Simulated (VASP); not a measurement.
# BN (F-43m) in VASP: single point with PBE+D3(BJ)

Aim: the single point of BN with PBE+D3(BJ).

Everything below comes from runs of VASP 6.6.1. Logs are shortened: lines on timing, memory, paths and dates and some standing lists are left out, and cuts for length are marked.

**1. The cell of the first run**

Symmetry: F-43m, No. 216, cubic system. Conventional cell: a = 3.479 Å, b = 3.479 Å, c = 3.479 Å, α = 90.00°, β = 90.00°, γ = 90.00°. Within 2.0 Å of B (site symmetry -43m) lie 4 N at 1.51 Å. Within 2.0 Å of N (site symmetry -43m) lie 4 B at 1.51 Å.

**2. Single point, PBE+D3(BJ)**

File INCAR:

```
SYSTEM = BN
PREC = Accurate
ENCUT = 520
EDIFF = 1E-7
ISMEAR = 0
SIGMA = 0.01
LREAL = .False.
LASPH = .True.
NELM = 80
ALGO = Normal
ISIF = 2
LWAVE = .False.
LCHARG = .False.
GGA = PE
IVDW = 12
NBANDS = 11
```

File KPOINTS:

```
Automatic mesh
0
Gamma
  12 12 12
  0 0 0
```

File POSCAR:

```
BN
1.0
    1.2300754418      0.7101843875      2.0087119995
   -1.2300754418      0.7101843875      2.0087119995
    0.0000000000     -1.4203687749      2.0087119995
B N
1 1
Direct
    1.0412165190      1.0412165190      1.0412165190
    0.2912164810      0.2912164810      0.2912164810
```

Potentials or basis: VASP PAW PBE potentials, release 64 (B, N).

On the command line:

```sh
$ cat potpaw_PBE.64/B/POTCAR potpaw_PBE.64/N/POTCAR > POTCAR
$ mpirun -np 1 vasp_std > vasp.out
```

OUTCAR:

```text
SYSTEM = BN
   PREC = Accurate
   ENCUT = 520
   EDIFF = 1E-7
   ISMEAR = 0
   LREAL = .False.
   LASPH = .True.
   NELM = 80
   ISIF = 2
   GGA = PE
   IVDW = 12
 IVDW          = 12

 ion  position               nearest neighbor table
   1  0.041  0.041  0.041-   2 1.51   2 1.51   2 1.51   2 1.51
   2  0.291  0.291  0.291-   1 1.51   1 1.51   1 1.51   1 1.51

  LATTYP: Found a face centered cubic cell.
 ALAT       =     3.4791870757

  Lattice vectors:

 A1 = (   1.2300754418,   0.7101843875,   2.0087119995)
 A2 = (  -1.2300754418,   0.7101843875,   2.0087119995)
 A3 = (   0.0000000000,  -1.4203687749,   2.0087119995)

Analysis of symmetry for initial positions (statically):
=====================================================================
 Subroutine PRICEL returns:
 Original cell was already a primitive cell.

 Routine SETGRP: Setting up the symmetry group for a
 face centered cubic supercell.

 Subroutine GETGRP returns: Found 24 space group operations
 (whereof  6 operations were pure point group operations)
 out of a pool of 48 trial point group operations.

The static configuration has the point symmetry C_3v.
 The point group associated with its full space group is T_d .

Analysis of symmetry for dynamics (positions and initial velocities):
=====================================================================
 Subroutine PRICEL returns:
 Original cell was already a primitive cell.

 Routine SETGRP: Setting up the symmetry group for a
 face centered cubic supercell.

 Subroutine GETGRP returns: Found 24 space group operations
 (whereof  6 operations were pure point group operations)
 out of a pool of 48 trial point group operations.

The dynamic configuration has the point symmetry C_3v.
 The point group associated with its full space group is T_d .

 Subroutine INISYM returns: Found 24 space group operations
 (whereof  6 operations are pure point group operations),
 and found     1 'primitive' translations

----------------------------------------------------------------------------------------

                                     Primitive cell

  volume of cell :      10.5286

  direct lattice vectors                    reciprocal lattice vectors
     1.230075442  0.710184388  2.008712000     0.406479134  0.234680837  0.165943815
    -1.230075442  0.710184388  2.008712000    -0.406479134  0.234680837  0.165943815
     0.000000000 -1.420368775  2.008712000     0.000000000 -0.469361675  0.165943815

  length of vectors
     2.460156774  2.460156774  2.460156774     0.497833036  0.497833036  0.497833036

[... 89 lines left out ...]
   TEBEG  =    0.0;   TEEND  =   0.0 temperature during run
   PSTRESS=    0.0 pullay stress
   NELECT =       8.0000    total number of electrons
   NUPDOWN=      -1.0000    fix difference up-down
   EMIN   =  10.00;   EMAX   =-10.00  energy-range for DOS
   EFERMI =   0.00;   METHOD = LEGACY
   ISMEAR =     0;   SIGMA  =   0.01  broadening in eV -4-tet -1-fermi 0-gaus
   EFERMI_NEDOS =   21; number of points for ismear=-14 and -15
   IALGO  =     38    algorithm
   IMIX   =      4    mixing-type and parameters
     AMIX     =   0.40;   BMIX     =  1.00
     AMIX_MAG =   1.60;   BMIX_MAG =  1.00
  volume/ion in A,a.u.               =       5.26        35.53
  Fermi-wavevector in a.u.,A,eV,Ry     =   1.493875  2.823014 30.363608  2.231662
  Thomas-Fermi vector in A             =   2.606220
   LORBIT       =      0    0 simple, 1 ext, 2 COOP (PROOUT), +10 PAW based schemes
   GGA     = PE    functional components
   LHFCALC =     F    Hartree Fock is set to
   AEXX    =    0.0000 exact exchange contribution
   IVDW    =    12    specifies the selected vdW correction
   LEPSILON=     F    determine dielectric tensor
   LRPA    =     F    only Hartree local field effects (RPA)
 non-spin polarized calculation
 Gauss-broadening in eV      SIGMA  =   0.01
  energy-cutoff  :      520.00
  volume of cell :       10.53
 maximum number of plane-waves:       295
   NGX =  9   NGY =  9   NGZ =  9

 number of electron       8.0000000 magnetization

 Free energy of the ion-electron system (eV)
  ---------------------------------------------------
  ext. energy  EPLUGINS =         0.00000000
  ---------------------------------------------------
  free energy    TOTEN  =       -17.22165195 eV

  energy without entropy =      -17.22165195  energy(sigma->0) =      -17.22165195

 E-fermi :   8.9755     XC(G=0): -13.3985

 val. band max:        8.8856716589   @ k =   0.0000   0.0000   0.0000
 cond. band min:      13.4579088886   @ k =   0.5000   0.5000   0.0000
 fundamental gap:      4.5722372297
 Fermi energy:         8.9755313179

 k-point     1 :       0.0000    0.0000    0.0000
  band No.  band energies     occupation
      1     -12.7121      2.00000
      2       8.8857      2.00000
      3       8.8857      2.00000
      4       8.8857      2.00000
      5      18.2547      0.00000
      6      18.2548      0.00000
      7      18.2548      0.00000
      8      21.1691      0.00000
      9      35.8645      0.00000
     10      38.0967      0.00000
     11      38.0967      0.00000
[... 309 lines left out ...]
 k-point    24 :      -0.4167    0.1667   -0.0000
  band No.  band energies     occupation
      1      -7.5261      2.00000
      2      -2.1467      2.00000
      3       4.3602      2.00000
      4       6.0045      2.00000
      5      18.7515      0.00000
      6      22.0032      0.00000
      7      22.5915      0.00000
      8      26.1223      0.00000
      9      31.4415      0.00000
     10      35.7117      0.00000
     11      37.9914      0.00000

 [... further k-points ...]

------------------------ aborting loop because EDIFF is reached ----------------------------------------

 Edisp (eV)   -0.46943

 E8    (eV) :    -0.1386

  FORCE on cell =-STRESS in cart. coord.  units (eV):
  Direction    XX          YY          ZZ          XY          YZ          ZX
  --------------------------------------------------------------------------------------
  -------------------------------------------------------------------------------------
  Total       3.32703     3.32703     3.32705     0.00000     0.00000     0.00000
  in kB     506.28516   506.28516   506.28880     0.00000     0.00000     0.00000
  external pressure =      506.29 kB  Pullay stress =        0.00 kB

 VOLUME and BASIS-vectors are now :
 -----------------------------------------------------------------------------
  energy-cutoff  :      520.00
  volume of cell :       10.53
      direct lattice vectors                 reciprocal lattice vectors
     1.230075442  0.710184388  2.008712000     0.406479134  0.234680837  0.165943815
    -1.230075442  0.710184388  2.008712000    -0.406479134  0.234680837  0.165943815
     0.000000000 -1.420368775  2.008712000     0.000000000 -0.469361675  0.165943815

 POSITION                                       TOTAL-FORCE (eV/Angst)
 -----------------------------------------------------------------------------------
      0.00000      0.00000      0.24838        -0.000000     -0.000000     -0.000000
      0.00000      0.00000      1.75491         0.000000      0.000000      0.000000
 -----------------------------------------------------------------------------------
    total drift:                               -0.000000      0.000000     -0.000055

  FREE ENERGIE OF THE ION-ELECTRON SYSTEM (eV)
  ---------------------------------------------------
  free  energy   TOTEN  =       -17.6910789962 eV

  energy  without entropy=      -17.6910789962  energy(sigma->0) =      -17.69107900
```

OSZICAR:

```text
N       E                     dE             d eps       ncg     rms          rms(c)
DAV:   1     0.750193388303E+01    0.75019E+01   -0.46260E+03  1664   0.695E+02
DAV:   2    -0.180077016425E+02   -0.25510E+02   -0.24936E+02  1883   0.163E+02
DAV:   3    -0.183874067136E+02   -0.37971E+00   -0.37931E+00  1866   0.164E+01
DAV:   4    -0.183877476118E+02   -0.34090E-03   -0.34089E-03  1701   0.561E-01
DAV:   5    -0.183877478710E+02   -0.25918E-06   -0.25918E-06  1824   0.151E-02    0.742E+00
DAV:   6    -0.173531322777E+02    0.10346E+01   -0.27913E+00  1647   0.102E+01    0.371E+00
DAV:   7    -0.172386452494E+02    0.11449E+00   -0.17046E-01  1806   0.329E+00    0.209E+00
DAV:   8    -0.172213204612E+02    0.17325E-01   -0.39955E-02  1802   0.150E+00    0.261E-01
DAV:   9    -0.172215755824E+02   -0.25512E-03   -0.80836E-04  1674   0.265E-01    0.942E-02
DAV:  10    -0.172216477926E+02   -0.72210E-04   -0.10355E-04  1766   0.867E-02    0.166E-02
DAV:  11    -0.172216518956E+02   -0.41029E-05   -0.63784E-06  1795   0.215E-02    0.106E-02
DAV:  12    -0.172216519412E+02   -0.45627E-07   -0.11191E-06  1761   0.753E-03    0.599E-04
DAV:  13    -0.172216519494E+02   -0.82339E-08   -0.17757E-08   846   0.132E-03
   1 F= -.17691079E+02 E0= -.17691079E+02  d E =-.831319E-40
```

Wall time 14 s (1 thread of Intel Xeon Platinum 8259CL at 2.50GHz (Skylake/Cascade Lake), shared host); peak memory 0.13 GiB.

Results:

* Free energy: -17.6911 eV
* Pressure: 50.6 GPa
* Band gap on the k mesh: 4.57 eV, indirect (least direct gap 9.37 eV)
* Dispersion energy per atom: -0.235 eV

Levels at points of the mesh, in eV from the valence-band top:
```
           k point  band 1  band 2  band 3  band 4  band 5  band 6  band 7  band 8
(0.00, 0.00, 0.00)  -21.60    0.00    0.00    0.00    9.37    9.37    9.37   12.28
(0.50, 0.00, 0.00)  -16.81  -11.80   -2.17   -2.17   11.34   11.34   11.70   16.44
(0.50, 0.50, 0.00)  -15.29   -9.70   -5.50   -5.50    4.57    9.87   19.75   19.75
```

A k mesh can miss the band edges. Expect the measured gap to be larger: semilocal functionals such as PBE lack the derivative discontinuity.
